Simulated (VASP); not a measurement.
Write the native input for VASP 6.6.1 that does the following.

* Task: single point
* Functional: PBE
* Potentials or basis: VASP PAW PBE potentials, release 64 (Cu, C)
* Cutoff: 520 eV
* k mesh: 10 × 10 × 10
* Occupations: gaussian, width 0.1 eV
* Spin: no spin polarisation
* Dipole correction: no
* Further INCAR settings: ALGO = Normal; EDIFF = 1e-06; NBANDS = 26

The structure of Cu3C lies in POSCAR:

```
Cu3C
1.0
    3.8376246302      0.0000000000      0.0000000000
    0.0000000000      3.8376246302      0.0000000000
    0.0000000000      0.0000000000      3.8376246302
Cu C
3 1
Direct
    0.5000000000      0.0000000000      0.0000000000
    0.0000000000      0.5000000000      0.0000000000
    0.0000000000      0.0000000000      0.5000000000
    0.0000000000      0.0000000000      0.0000000000
```

These files were run (other wordings do the same):

INCAR

```
PREC = Accurate
ENCUT = 520
EDIFF = 1E-6
ISMEAR = 0
SIGMA = 0.1
LREAL = F
LASPH = T
NELM = 100
ALGO = Normal
ISIF = 2
LWAVE = F
LCHARG = T
GGA = PE
LELF = T
LVHAR = T
NBANDS = 26
```

KPOINTS

```
regular mesh
0
Gamma
  10 10 10
```

Potentials or basis: VASP PAW PBE potentials, release 64 (Cu, C).

Run with:

```bash
$ cat potpaw_PBE.64/Cu/POTCAR potpaw_PBE.64/C/POTCAR > POTCAR
$ mpirun -np 1 vasp_std > vasp.out
```

It gave:

The pressure is 0.5 GPa.

It took 47 s on 1 thread of AMD EPYC 9R14 (Zen 4) (shared host), peak memory 0.18 GiB.
